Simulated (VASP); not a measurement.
## BiTe: single point with PBEsol

BiTe:

```
Bi Te
1.0
     2.42271    1.39875    3.31729
    -2.42271    1.39875    3.31729
     0.00000   -2.79750    3.31729
Bi Te
1 1
Direct
  0.50000 0.50000 0.50000
  0.99423 0.99423 0.00577
```

This cell differs from its parent crystal: all Te atoms moved +0.037 Å, as atom 2 towards its neighbour atom 1 (Bi) at 3.252 Å.

```yaml
Program: VASP 6.6.1
Task: single point
Functional: PBEsol
Potentials_or_basis: VASP PAW PBE potentials, release 64 (Bi_d, Te)
Cutoff: 520 eV
k_mesh: 12 × 12 × 12
Occupations: gaussian, width 0.15 eV
Spin: no spin polarisation
```

```
Pressure      : -2.5 GPa
Largest force : 0.068 eV/Å
```

Forces on the atoms (eV/Å):
```
Bi   0.000 -0.064 -0.021
Te   0.000  0.064  0.021
```

Stress tensor (GPa, compression positive):
```
-2.61  0.00  0.00
 0.00 -2.57  0.02
 0.00  0.02 -2.35
```

Levels at points of the mesh, in eV from the Fermi level:
| k point | band 6 | band 7 | band 8 | band 9 | band 10 | band 11 | band 12 | band 13 | band 14 | band 15 |
| --- | --- | --- | --- | --- | --- | --- | --- | --- | --- | --- |
| (0.00, 0.00, 0.00) | -13.49 | -8.28 | -2.90 | -2.90 | -1.59 | 1.88 | 2.49 | 2.50 | 4.04 | 4.05 |
| (0.50, 0.00, 0.00) | -11.59 | -11.35 | -1.85 | -1.82 | -1.04 | -0.96 | -0.60 | 0.31 | 6.66 | 6.81 |
| (0.00, 0.00, 0.50) | -11.60 | -11.34 | -1.84 | -1.82 | -1.05 | -0.96 | -0.61 | 0.32 | 6.66 | 6.81 |
| (0.50, 0.50, 0.00) | -11.69 | -9.98 | -5.61 | -4.48 | -3.29 | 2.36 | 3.07 | 3.59 | 4.58 | 8.22 |
| (0.50, 0.00, 0.50) | -11.70 | -9.97 | -5.61 | -4.48 | -3.29 | 2.34 | 3.08 | 3.60 | 4.58 | 8.22 |
| (0.50, 0.50, 0.50) | -11.24 | -10.94 | -2.35 | -2.34 | -2.24 | -1.58 | -1.27 | -1.25 | 7.91 | 8.50 |

Run time: 3.6 min on 1 thread of Intel(R) Xeon(R) Platinum 8488C (Sapphire Rapids) (shared host), peak memory 0.64 GiB.

Caveat: the cell differs from its parent crystal (all Te atoms moved +0.037 Å, as atom 2 towards its neighbour atom 1 (Bi) at 3.252 Å); the PAW data sets were made with another functional, which shifts forces and pressure a little; spin-orbit coupling is left out, which moves the levels of the heavy elements.
